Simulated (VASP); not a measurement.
Set up this calculation in VASP 6.6.1, as the native input.

* Task: single point
* Functional: PBE
* Potentials or basis: VASP PAW PBE potentials, release 64 (Mg, S)
* Cutoff: 520 eV
* k mesh: 8 × 8 × 8
* Occupations: gaussian, width 0.05 eV
* Spin: no spin polarisation
* Dipole correction: no
* Further INCAR settings: ALGO = Normal; EDIFF = 1e-07; NBANDS = 11

The structure of MgS lies in POSCAR:

```
MgS
1.0
   -0.2746476550      2.4718288950      2.4718288950
    2.4718288950     -0.2746476550      2.4718288950
    2.4718288950      2.4718288950     -0.2746476550
Mg S
1 1
Direct
    0.0000000000      0.0000000000      0.0000000000
    0.5000000000      0.5000000000      0.5000000000
```

This cell differs from its parent crystal: ratio of the length along [111] to the lengths across it x 0.85, volume and fractional coordinates fixed.

One way to write it, as run:

INCAR

```
SYSTEM = MgS
PREC = Accurate
ENCUT = 520
EDIFF = 1E-7
ISMEAR = 0
SIGMA = 0.05
LREAL = .FALSE.
LASPH = .TRUE.
NELM = 100
ALGO = Normal
ISIF = 2
LWAVE = .FALSE.
LCHARG = .FALSE.
GGA = PE
NBANDS = 11
```

KPOINTS

```
regular mesh
0
G
  8 8 8
  0 0 0
```

Potentials or basis: VASP PAW PBE potentials, release 64 (Mg, S).

Command:

```bash
$ cat potpaw_PBE.64/Mg/POTCAR potpaw_PBE.64/S/POTCAR > POTCAR
$ mpirun -np 1 vasp_std > vasp.out
```

Results of the run:

```yaml
Pressure: 0.9 GPa
Band_gap_on_the_k_mesh: 1.63 eV, indirect (least direct gap 2.54 eV)
```

Run time: 27 s on 1 thread of Intel Xeon 6975P-C, on a shared host, peak memory 0.17 GiB.
